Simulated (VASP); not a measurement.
Set up this calculation in VASP 6.6.1, as the native input.

| Property | Result |
| --- | --- |
| Task | single point |
| Functional | PBE |
| Potentials or basis | VASP PAW PBE potentials, release 64 (Gd, N) |
| Cutoff | 520 eV |
| k mesh | 12 × 12 × 12 |
| Occupations | gaussian, width 0.1 eV |
| Spin | collinear spin, ferromagnetic start |
| Starting moments | [7.55, 0.0] μB |
| Dipole correction | no |
| Further INCAR settings | ALGO = Normal; EDIFF = 1e-06; NBANDS = 22 |

The structure of GdN lies in POSCAR:

```
GdN
1.0
    3.5245063086      0.0000000000      0.0000000000
   -1.7622531543      3.0523119990      0.0000000000
    1.7622531543      1.0174373330      2.8777473504
Gd N
1 1
Direct
    0.0000000000      0.5000000000      0.5000000000
    0.0000000000      0.0000000000      0.0000000000
```

One way to write it, as run:

INCAR

```
PREC = Accurate
ENCUT = 520
EDIFF = 1E-6
ISMEAR = 0
SIGMA = 0.1
LREAL = F
LASPH = T
NELM = 150
ALGO = Normal
ISIF = 2
LWAVE = F
LCHARG = F
ISPIN = 2
MAGMOM = 7.55 0
LORBIT = 11
LMAXMIX = 6
GGA = PE
NBANDS = 22
```

KPOINTS

```
regular mesh
0
Gamma
  12 12 12
```

Potentials or basis: VASP PAW PBE potentials, release 64 (Gd, N).

Run with:

```console
$ cat potpaw_PBE.64/Gd/POTCAR potpaw_PBE.64/N/POTCAR > POTCAR
$ mpirun -np 1 vasp_std > vasp.out
```

It gave:

| Property | Result |
| --- | --- |
| Pressure | -0.1 GPa |
| Band gap on the k mesh | zero (filled and empty bands overlap) |
| Net moment | 7.00 μB per cell |
| Site moments | Gd +6.80; N -0.09 μB |
| Valence electrons inside the program's atomic spheres | Gd 15.23; N 3.63 |

Caveat: spin-orbit coupling is left out, which moves the levels of the heavy elements; a cell with one magnetic atom can't hold antiferromagnetic order, which such compounds often take; semilocal functionals describe open f shells poorly, which spoils levels, moments and volumes.

Wall time 11 min on 1 thread of Intel Xeon 8259CL, on a shared host, peak memory 0.25 GiB.
